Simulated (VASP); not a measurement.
Wanted: the native input for a VASP 6.6.1 run.

| Quantity | Value |
| --- | --- |
| Task | single point |
| Functional | PBE |
| Potentials or basis | VASP PAW PBE potentials, release 64 (Bi_d, Se) |
| Cutoff | 520 eV |
| k mesh | 3 × 3 × 3 |
| Occupations | fermi-dirac, width 0.05 eV |
| Spin | no spin polarisation |
| Dipole correction | no |
| Further INCAR settings | ALGO = Normal; EDIFF = 1e-06; NBANDS = 32 |

The structure of Bi2Se3 lies in POSCAR:

```
Bi2Se3
1.0
    2.0715000000      1.1959810826      9.5453333333
   -2.0715000000      1.1959810826      9.5453333333
    0.0000000000     -2.3919621653      9.5453333333
Bi Se
2 3
Direct
    0.5992000000      0.5992000000      0.5992000000
    0.4008000000      0.4008000000      0.4008000000
    0.7883000000      0.7883000000      0.7883000000
    0.2117000000      0.2117000000      0.2117000000
    0.0000000000      0.0000000000      0.0000000000
```

These files were run (other wordings do the same):

INCAR

```
SYSTEM = Bi2Se3
ALGO     = Normal         ! electronic algorithm
EDIFF    = 1E-6           ! SCF threshold, eV
ENCUT    = 520            ! plane-wave cutoff, eV
GGA      = PE             ! functional
ISIF     = 2              ! what is computed and relaxed
ISMEAR   = -1             ! smearing method
LASPH    = .True.         ! aspherical terms in the spheres
LCHARG   = .False.        ! write CHGCAR
LREAL    = .False.        ! projectors in reciprocal space
LWAVE    = .False.        ! write WAVECAR
NBANDS   = 32             ! bands
NELM     = 60             ! most SCF steps
PREC     = Accurate       ! precision mode
SIGMA    = 0.05           ! smearing width, eV
```

KPOINTS

```
k-points
0
Gamma
  3 3 3
  0 0 0
```

Potentials or basis: VASP PAW PBE potentials, release 64 (Bi_d, Se).

Run with:

```console
$ cat potpaw_PBE.64/Bi_d/POTCAR potpaw_PBE.64/Se/POTCAR > POTCAR
$ mpirun -np 1 vasp_std > vasp.out
```

It gave:

The pressure is 2.5 GPa and the largest force is 0.108 eV/Å. The band gap on the k mesh is 0.24 eV.

Caveat: the k points lie up to 0.59 Å⁻¹ apart; spin-orbit coupling is left out, which moves the levels of the heavy elements; an odd mesh through Γ misses points on the zone boundary, where band edges can lie.

Run time: 2.2 min on 1 thread of Intel(R) Xeon(R) 6975P-C (Granite Rapids) (shared host), peak memory 0.86 GiB.
